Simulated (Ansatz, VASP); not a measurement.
# SrCl2 in VASP and in Ansatz

File POSCAR:

```
SrCl2
1.0
    2.4567214836      1.4183888098      4.0153159317
   -2.4567214836      1.4183888098      4.0153159317
    0.0000000000     -2.8367776197      4.0153159316
Sr Cl
1 2
Direct
    0.0000000000      0.0000000000      0.0000000000
    0.2499511381      0.2499511381      0.2499511381
    0.7500488619      0.7500488619      0.7500488619
```

INCAR.step1

```
SYSTEM = SrCl2
ALGO     = Normal         ! electronic algorithm
EDIFF    = 1E-5           ! SCF threshold, eV
ENCUT    = 550            ! plane-wave cutoff, eV
GGA      = PE             ! functional
GGA_COMPAT= .False.      
ISMEAR   = -1             ! smearing method
LASPH    = .True.         ! aspherical terms in the spheres
LCHARG   = .False.        ! write CHGCAR
LREAL    = .False.        ! projectors in reciprocal space
LWAVE    = .True.         ! write WAVECAR
NBANDS   = 19             ! bands
NELM     = 120            ! most SCF steps
PREC     = Accurate       ! precision mode
SIGMA    = 0.05           ! smearing width, eV
```

The input INCAR.step2:

```
SYSTEM = SrCl2
ALGO     = Normal         ! electronic algorithm
EDIFF    = 1E-6           ! SCF threshold, eV
ENCUT    = 550            ! plane-wave cutoff, eV
GGA_COMPAT= .False.      
ISIF     = 2              ! what is computed and relaxed
ISMEAR   = -1             ! smearing method
ISTART   = 1            
LASPH    = .True.         ! aspherical terms in the spheres
LCHARG   = .False.        ! write CHGCAR
LMIXTAU  = .True.       
LREAL    = .False.        ! projectors in reciprocal space
LWAVE    = .False.        ! write WAVECAR
METAGGA  = R2SCAN         ! meta-GGA
NBANDS   = 19             ! bands
NELM     = 120            ! most SCF steps
PREC     = Accurate       ! precision mode
SIGMA    = 0.05           ! smearing width, eV
```

The input KPOINTS:

```
k-points
0
Gamma
  4 4 4
  0 0 0
```

Input for Ansatz:

```yaml
crystal:
  lattice:
    - [2.4567214836, 1.4183888098, 4.0153159317]
    - [-2.4567214836, 1.4183888098, 4.0153159317]
    - [0.0, -2.8367776197, 4.0153159316]
  atoms:
    - { symbol: Sr, position: [0.0, 0.0, 0.0] }
    - { symbol: Cl, position: [0.2499511381, 0.2499511381, 0.2499511381] }
    - { symbol: Cl, position: [0.7500488619, 0.7500488619, 0.7500488619] }
kpoints:
  mp_grid: { grid: [4, 4, 4] }
hamiltonian:
  xc: r2scan
scf:
  occupations: { method: fermi_dirac, width: 0.05 }
  n_extra_bands: 4
output:
  forces: true
  stress: true
  eigenvalues: true
```

Alike in both runs: task single point; functional r2SCAN; k mesh 4 × 4 × 4; occupations fermi-dirac, width 0.05 eV; no spin polarisation.

```csv
,VASP,Ansatz
version,VASP 6.6.1,Ansatz 0.2.0
potentials or method,"VASP PAW PBE potentials, release 64 (Sr_sv, Cl)",plane waves
plane-wave cutoff (eV),550,500
valence electrons in the cell,24,24
```

```csv
,VASP,Ansatz,Ansatz less VASP
gap on the k mesh at the Fermi level (eV),5.98,5.98,-0.001
pressure (GPa),0.8,0.7,-0.08
```

VASP's potentials were made for PBE, not for r2SCAN.
